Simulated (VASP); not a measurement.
# Al (P-1) in VASP: single point with PBE

Aim: the single point of Al with PBE.

Everything below comes from runs of VASP 6.6.1. Logs are shortened: lines on timing, memory, paths and dates and some standing lists are left out, and cuts for length are marked.

## (1) The cell of the first run

The typed cell holds 1 atom: a = 2.917 Å, b = 2.832 Å, c = 2.738 Å, α = 115.22°, β = 113.24°, γ = 101.85°.

## (2) Single point, PBE

INCAR

```
SYSTEM = Al
PREC = Accurate ; ENCUT = 520
EDIFF = 1E-6 ; ISMEAR = -5
SIGMA = 0.1 ; LREAL = .False.
LASPH = .True. ; NELM = 80
ALGO = Normal ; ISIF = 2
LWAVE = .False. ; LCHARG = .False.
GGA = PE ; NBANDS = 8
```

KPOINTS

```
Automatic mesh
0
Gamma
  5 5 5
  0 0 0
```

POSCAR

```
Al
1.0
   -1.5547444170      1.6366900275      1.8480711322
    1.5358463965     -1.5838218915      1.7763049757
    1.4472084625      1.4762859370     -1.7952029961
Al
1
Direct
    0.0000000000      0.0000000000      0.0000000000
```

Potentials or basis: VASP PAW PBE potentials, release 64 (Al).

Command:

```console
$ cat potpaw_PBE.64/Al/POTCAR > POTCAR
$ mpirun -np 1 vasp_std > vasp.out
```

OUTCAR:

```text
SYSTEM = Al
   PREC = Accurate
   ENCUT = 520
   EDIFF = 1E-6
   ISMEAR = -5
   LREAL = .False.
   LASPH = .True.
   NELM = 80
   ISIF = 2
   GGA = PE

 ion  position               nearest neighbor table
   1  0.000  0.000  0.000-

  LATTYP: Found a triclinic cell.
 ALAT       =     2.7379894629
 B/A-ratio  =     1.3238951386
 C/A-ratio  =     1.0902351414
 COS(alpha) =     0.0120655795
 COS(beta)  =     0.5129392816
 COS(gamma) =     0.6504776505

  Lattice vectors:

 A1 = (  -1.4472084625,  -1.4762859370,   1.7952029961)
 A2 = (  -0.0188980205,   0.0528681360,   3.6243761079)
 A3 = (  -2.9830548590,   0.1075359545,   0.0188980204)

Analysis of symmetry for initial positions (statically):
=====================================================================
 Subroutine PRICEL returns:
 Original cell was already a primitive cell.

 Routine SETGRP: Setting up the symmetry group for a
 triclinic supercell.

 Subroutine GETGRP returns: Found  2 space group operations
 (whereof  2 operations were pure point group operations)
 out of a pool of  2 trial point group operations.

The static configuration has the point symmetry S_2 .

Analysis of symmetry for dynamics (positions and initial velocities):
=====================================================================
 Subroutine PRICEL returns:
 Original cell was already a primitive cell.

 Routine SETGRP: Setting up the symmetry group for a
 triclinic supercell.

 Subroutine GETGRP returns: Found  2 space group operations
 (whereof  2 operations were pure point group operations)
 out of a pool of  2 trial point group operations.

The dynamic configuration has the point symmetry S_2 .

 Subroutine INISYM returns: Found  2 space group operations
 (whereof  2 operations are pure point group operations),
 and found     1 'primitive' translations

----------------------------------------------------------------------------------------

                                     Primitive cell

  volume of cell :      16.8027

  direct lattice vectors                    reciprocal lattice vectors
    -1.554744417  1.636690028  1.848071132     0.013149517  0.317081833  0.271352902
     1.535846396 -1.583821891  1.776304976     0.337235264  0.006935639  0.277566780
     1.447208462  1.476285937 -1.795202996     0.347221970  0.333282416 -0.003051066

  length of vectors
     2.917422040  2.832415101  2.737989463     0.417547836  0.436828392  0.481299879

  position of ions in fractional coordinates (direct lattice)
     0.000000000  0.000000000  0.000000000

  ion indices of the primitive-cell ions
   primitive index   ion index
                 1           1

----------------------------------------------------------------------------------------

 KPOINTS: Automatic mesh

Automatic generation of k-mesh.
 Grid dimensions read from file:
 generate k-points for:    5    5    5

 Generating k-lattice:

  Cartesian coordinates                     Fractional coordinates (reciprocal lattice)
     0.002629903  0.063416367  0.054270580     0.200000000  0.000000000 -0.000000000
     0.067447053  0.001387128  0.055513356    -0.000000000  0.200000000  0.000000000
     0.069444394  0.066656483 -0.000610213     0.000000000 -0.000000000  0.200000000

  Length of vectors
     0.083509567  0.087365678  0.096259976

  Shift w.r.t. Gamma in fractional coordinates (k-lattice)
     0.000000000  0.000000000  0.000000000

 TETIRR: Found    372 inequivalent tetrahedra from      750

 Subroutine IBZKPT returns following result:
 ===========================================

 Found     63 irreducible k-points:

 Following reciprocal coordinates:
            Coordinates               Weight
  0.000000  0.000000  0.000000      1.000000
  0.200000  0.000000 -0.000000      2.000000
  0.400000  0.000000 -0.000000      2.000000
  0.000000  0.200000  0.000000      2.000000
  0.200000  0.200000 -0.000000      2.000000
  0.400000  0.200000 -0.000000      2.000000
[... 16 lines left out ...]
 -0.200000  0.200000  0.200000      2.000000
  0.000000  0.400000  0.200000      2.000000
 [... further k-points ...]
   k-points           NKPTS =     63   k-points in BZ     NKDIM =     63   number of bands    NBANDS=      8
   number of dos      NEDOS =    301   number of ions     NIONS =      1
   total plane-waves  NPLWV =  11520
   dimension x,y,z NGX =    24 NGY =   24 NGZ =   20
   dimension x,y,z NGXF=    48 NGYF=   48 NGZF=   40
   ions per type =               1
   NGX,Y,Z   is equivalent  to a cutoff of  13.68, 14.09, 12.14 a.u.
   NGXF,Y,Z  is equivalent  to a cutoff of  27.35, 28.17, 24.29 a.u.
 SYSTEM =  Al
   PREC   = accura    normal or accurate (medium, high low for compatibility)
   ISTART =      0    job   : 0-new  1-cont  2-samecut
   ICHARG =      2    charge: 1-file 2-atom 10-const
   ISPIN  =      1    spin polarized calculation?
   LNONCOLLINEAR =      F non collinear calculations
   LSORBIT =      F    spin-orbit coupling
   LASPH  =      T    aspherical Exc in radial PAW
   ENCUT  =  520.0 eV  38.22 Ry    6.18 a.u.   5.42  5.27  5.09*2*pi/ulx,y,z
   NELM   =     80;   NELMIN=  2; NELMDL= -5     # of ELM steps
   EDIFF  = 0.1E-05   stopping-criterion for ELM
   LREAL  =      F    real-space projection
   EDIFFG = 0.1E-04   stopping-criterion for IOM
   NSW    =      0    number of steps for IOM
   IBRION =     -1    ionic relax: 0-MD 1-quasi-New 2-CG
   NFREE  =      0    steps in history (QN), initial steepest desc. (CG)
   ISIF   =      2    stress and relaxation
   ISYM   =      2    0-nonsym 1-usesym 2-fastsym
   POTIM  = 0.5000    time-step for ionic-motion
   TEBEG  =    0.0;   TEEND  =   0.0 temperature during run
   PSTRESS=    0.0 pullay stress
   NELECT =       3.0000    total number of electrons
   NUPDOWN=      -1.0000    fix difference up-down
   EMIN   =  10.00;   EMAX   =-10.00  energy-range for DOS
   EFERMI =   0.00;   METHOD = LEGACY
   ISMEAR =    -5;   SIGMA  =   0.10  broadening in eV -4-tet -1-fermi 0-gaus
   EFERMI_NEDOS =   21; number of points for ismear=-14 and -15
   IALGO  =     38    algorithm
   IMIX   =      4    mixing-type and parameters
     AMIX     =   0.40;   BMIX     =  1.00
     AMIX_MAG =   1.60;   BMIX_MAG =  1.00
  volume/ion in A,a.u.               =      16.80       113.39
  Fermi-wavevector in a.u.,A,eV,Ry     =   0.921840  1.742024 11.562069  0.849788
  Thomas-Fermi vector in A             =   2.047300
   LORBIT       =      0    0 simple, 1 ext, 2 COOP (PROOUT), +10 PAW based schemes
   GGA     = PE    functional components
   LHFCALC =     F    Hartree Fock is set to
   AEXX    =    0.0000 exact exchange contribution
   IVDW    =     0    specifies the selected vdW correction
   LEPSILON=     F    determine dielectric tensor
   LRPA    =     F    only Hartree local field effects (RPA)
 non-spin polarized calculation
 Fermi weights with tetrahedron method with Bloechl corrections
  energy-cutoff  :      520.00
  volume of cell :       16.80
 maximum number of plane-waves:       463
 NGX is ok and might be reduce to    24
   NGX = 11   NGY = 11   NGZ = 11

 number of electron       3.0000000 magnetization

 Free energy of the ion-electron system (eV)
  ---------------------------------------------------
  ext. energy  EPLUGINS =         0.00000000
  ---------------------------------------------------
  free energy    TOTEN  =        -3.68117400 eV

  energy without entropy =       -3.68117400  energy(sigma->0) =       -3.68117400

 E-fermi :   8.0009     XC(G=0): -10.1311

 val. band max:        8.7800052087   @ k =   0.4000  -0.4000   0.2000
 cond. band min:       7.7487133952   @ k =  -0.4000  -0.2000   0.2000
 fundamental gap:     -1.0312918135
 Fermi energy:         8.0008742741

 k-point     1 :       0.0000    0.0000    0.0000
  band No.  band energies     occupation
      1      -3.1980      2.00000
      2      19.3504      0.00000
      3      20.8065      0.00000
      4      20.8974      0.00000
      5      21.9475      0.00000
      6      22.0509      0.00000
      7      22.4871      0.00000
      8      23.1978      0.00000

 k-point     2 :       0.2000    0.0000   -0.0000
  band No.  band energies     occupation
      1      -2.1696      2.00000
      2      12.4734     -0.08647
      3      18.8290      0.00000
      4      20.1462      0.00000
      5      20.4429      0.00000
      6      23.0644      0.00000
      7      23.5490      0.00000
      8      25.0689      0.00000

 k-point     3 :       0.4000    0.0000   -0.0000
  band No.  band energies     occupation
      1       0.8739      2.00000
      2       5.8189      1.65158
      3      17.6410      0.00000
      4      18.1289      0.00000
      5      19.9978      0.00000
      6      21.1700      0.00000
      7      24.2251      0.00000
      8      27.3236      0.00000

 k-point     4 :       0.0000    0.2000    0.0000
  band No.  band energies     occupation
      1      -2.0722      2.00000
      2      13.8886     -0.11240
      3      17.0841      0.00000
      4      19.4810      0.00000
      5      19.8074      0.00000
      6      22.7342      0.00000
      7      23.6181      0.00000
      8      25.0474      0.00000

 k-point     5 :       0.2000    0.2000   -0.0000
  band No.  band energies     occupation
      1      -0.0997      2.00000
      2       9.9450      0.22394
      3      11.4590      0.00000
      4      19.1907      0.00000
      5      22.8655      0.00000
      6      23.8158      0.00000
      7      24.5183      0.00000
      8      26.1962      0.00000
[... 177 lines left out ...]
 k-point    22 :      -0.4000    0.2000    0.2000
  band No.  band energies     occupation
      1       0.2660      2.00000
      2      10.2359      0.06181
      3      11.5780      0.00000
      4      15.7232      0.00000
      5      18.9724      0.00000
      6      24.3937      0.00000
      7      25.6229      0.00000
      8      26.8281      0.00000

 k-point    23 :      -0.2000    0.2000    0.2000
  band No.  band energies     occupation
      1      -0.5492      2.00000
      2      12.2970     -0.22542
      3      14.4480      0.00000
      4      15.4640      0.00000
      5      18.8920      0.00000
      6      21.8574      0.00000
      7      23.5106      0.00000
      8      25.0081      0.00000

 k-point    24 :       0.0000    0.4000    0.2000
  band No.  band energies     occupation
      1       3.9270      2.00000
      2       5.2839      2.04123
      3      11.4921      0.00000
      4      14.2100      0.00000
      5      20.4035      0.00000
      6      20.7523      0.00000
      7      27.7092      0.00000
      8      29.0079      0.00000

 [... further k-points ...]
[... 5 lines left out ...]
  --------------------------------------------------------------------------------------
  -------------------------------------------------------------------------------------
  Total       -0.5288619      0.2707858      0.0923902      0.3758275      0.0316543     -0.1921269
  in kB      -50.4281582     25.8200279      8.8096083     35.8359871      3.0183118    -18.3197239
  external PRESSURE =      -5.2661740 kB  Pullay stress =       0.0000000 kB

 VOLUME and BASIS-vectors are now :
 -----------------------------------------------------------------------------
  energy-cutoff  :      520.00
  volume of cell :       16.80
      direct lattice vectors                 reciprocal lattice vectors
    -1.554744417  1.636690028  1.848071132     0.013149517  0.317081833  0.271352902
     1.535846396 -1.583821891  1.776304976     0.337235264  0.006935639  0.277566780
     1.447208462  1.476285937 -1.795202996     0.347221970  0.333282416 -0.003051066

 POSITION                                       TOTAL-FORCE (eV/Angst)
 -----------------------------------------------------------------------------------
      0.00000      0.00000      0.00000        -0.000000      0.000000      0.000000
 -----------------------------------------------------------------------------------
    total drift:                                0.000000      0.000000     -0.000000

  FREE ENERGIE OF THE ION-ELECTRON SYSTEM (eV)
  ---------------------------------------------------
  free  energy   TOTEN  =        -3.6811740046 eV

  energy  without entropy=       -3.6811740046  energy(sigma->0) =       -3.68117400
```

Wall time 2.5 s (1 thread of Intel Xeon 6975P-C (Granite Rapids), shared host); peak memory 0.12 GiB.

What came out:

```
Free energy : -3.6812 eV
Pressure    : -0.5 GPa
```

Caveat: the k points lie up to 0.60 Å⁻¹ apart; tetrahedron occupations give inexact forces and stress in metals.
